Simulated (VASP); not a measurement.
Wanted: the native input for a VASP 6.6.1 run.

```yaml
Task: single point
Functional: PBE
Potentials_or_basis: VASP PAW PBE potentials, release 64 (Al, Ga_d, As)
Cutoff: 520 eV
k_mesh: 12 × 12 × 6
Occupations: gaussian, width 0.1 eV
Spin: no spin polarisation
Dipole_correction: no
Further_INCAR_settings: ALGO = Normal; EDIFF = 1e-07; NBANDS = 31
```

The structure of AlGa2As3 lies in POSCAR:

```
AlGa2As3
1.0
    4.4455010536     -0.0000000031      0.0000000000
   -2.2227505241      3.8499168465      0.0000000000
    0.0000000000      0.0000000000      7.5882617645
Al Ga As
1 2 3
Direct
    0.6666666667      0.3333333333      0.0000000000
    0.3333333333      0.6666666667      0.2583765075
    0.3333333333      0.6666666667      0.7416234925
    0.6666666667      0.3333333333      0.5000000000
    0.0000000000      0.0000000000      0.0000000000
    0.0000000000      0.0000000000      0.5000000000
```

The cell was generated, and may not be a known phase.

These files were run (other wordings do the same):

INCAR

```
SYSTEM = AlGa2As3
ALGO = Normal
EDIFF = 1E-7
ENCUT = 520
GGA = PE
ISIF = 2
ISMEAR = 0
LASPH = .True.
LCHARG = .False.
LREAL = .False.
LWAVE = .False.
NBANDS = 31
NELM = 80
PREC = Accurate
SIGMA = 0.1
```

KPOINTS

```
k-points
0
Gamma
  12 12 6
  0 0 0
```

Potentials or basis: VASP PAW PBE potentials, release 64 (Al, Ga_d, As).

Launch:

```console
$ cat potpaw_PBE.64/Al/POTCAR potpaw_PBE.64/Ga_d/POTCAR potpaw_PBE.64/As/POTCAR > POTCAR
$ mpirun -np 1 vasp_std > vasp.out
```

It gave:

* Pressure: 0.1 GPa
* Largest force: 0.004 eV/Å
* Band gap on the k mesh: zero (bands 22 and 23 overlap by 1.06 eV)

It took 3.5 min on 1 thread of Intel(R) Xeon(R) 6975P-C (Granite Rapids), with other jobs on the host, peak memory 0.44 GiB.
